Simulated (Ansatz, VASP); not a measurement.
## FePt in VASP and in Ansatz

The input INCAR:

```
PREC     = Accurate       # precision mode
ENCUT    = 520            # plane-wave cutoff, eV
EDIFF    = 1E-6           # SCF threshold, eV
ISMEAR   = 0              # smearing method
SIGMA    = 0.15           # smearing width, eV
LREAL    = False          # projectors in reciprocal space
LASPH    = True           # aspherical terms in the spheres
NELM     = 150            # most SCF steps
ALGO     = Normal         # electronic algorithm
ISIF     = 2              # what is computed and relaxed
LWAVE    = False          # write WAVECAR
LCHARG   = False          # write CHGCAR
ISPIN    = 2              # spin polarisation
MAGMOM   = 3.27 0.45      # initial moments
LORBIT   = 11             # projections on sites
LMAXMIX  = 4              # l up to which the mixer works
GGA      = PE             # functional
NBANDS   = 20             # bands
```

File KPOINTS:

```
regular mesh
0
Gamma
  18 18 14
```

Contents of POSCAR:

```
FePt
1.0
    2.7216540008      0.0000000000      0.0000000000
    0.0000000000      2.7216540008      0.0000000000
    0.0000000000      0.0000000000      3.7000000000
Fe Pt
1 1
Direct
    0.5000000000      0.5000000000      0.5000000000
    0.0000000000      0.0000000000      0.0337837838
```

Input for Ansatz:

```yaml
crystal:
  lattice:
    - [2.7216540008, 0.0, 0.0]
    - [0.0, 2.7216540008, 0.0]
    - [0.0, 0.0, 3.7]
  atoms:
    - { symbol: Fe, position: [0.5, 0.5, 0.5], spin: 3.27 }
    - { symbol: Pt, position: [0.0, 0.0, 0.0337837838], spin: 0.45 }
basis:
  ecutwfc: 420
kpoints:
  mp_grid: { grid: [18, 18, 14] }
hamiltonian:
  xc: pbe
scf:
  occupations: { method: gaussian, width: 0.15 }
output:
  forces: true
  stress: true
  eigenvalues: true
  populations: true
magnetization:
  spin_polarized: true
```

Change from the starting cell: all Pt atoms moved +0.125 Å, as atom 2 along Cartesian [0 0 1].

Alike in both runs: task single point; functional PBE; k mesh 18 × 18 × 14; occupations gaussian, width 0.15 eV; collinear spin.

|  | VASP | Ansatz |
| --- | --- | --- |
| version | VASP 6.6.1 | Ansatz 0.2.0 |
| potentials or method | VASP PAW PBE potentials, release 64 (Fe, Pt), cutoff 520 eV | scalar-relativistic, plane waves, PAW |
| valence electrons in the cell | 18 | 34 |

VASP gave:

| Quantity | Value |
| --- | --- |
| gap on the k mesh at the Fermi level (eV) | none |
| pressure (GPa) | 6.2 |
| traceless stress, the component that is largest in VASP (GPa) | 1.52 |
| rms of the force components (eV/Å) | 0.675 |
| net moment per atom (μB) | 1.63 |
| size of the moment on the site where the two differ most (μB) | 0.34 |

Which values does Ansatz return?

gap on the k mesh at the Fermi level (eV): none; pressure (GPa): 6.7; traceless stress, the component that is largest in VASP (GPa): 1.50; rms of the force components (eV/Å): 0.686; net moment per atom (μB): 1.64; size of the moment on the site where the two differ most (μB): 0.40.

Site moments also hang on the region over which each program counts them. Atom by atom the forces differ by 0.010 eV/Å (rms over components). A gap of «none» marks a metal or a gap that the smearing closes. VASP's potentials hold 18 valence electrons a cell and Ansatz's 34, so a difference there can come from the potentials and not from the codes.

Spin-orbit coupling is off throughout.
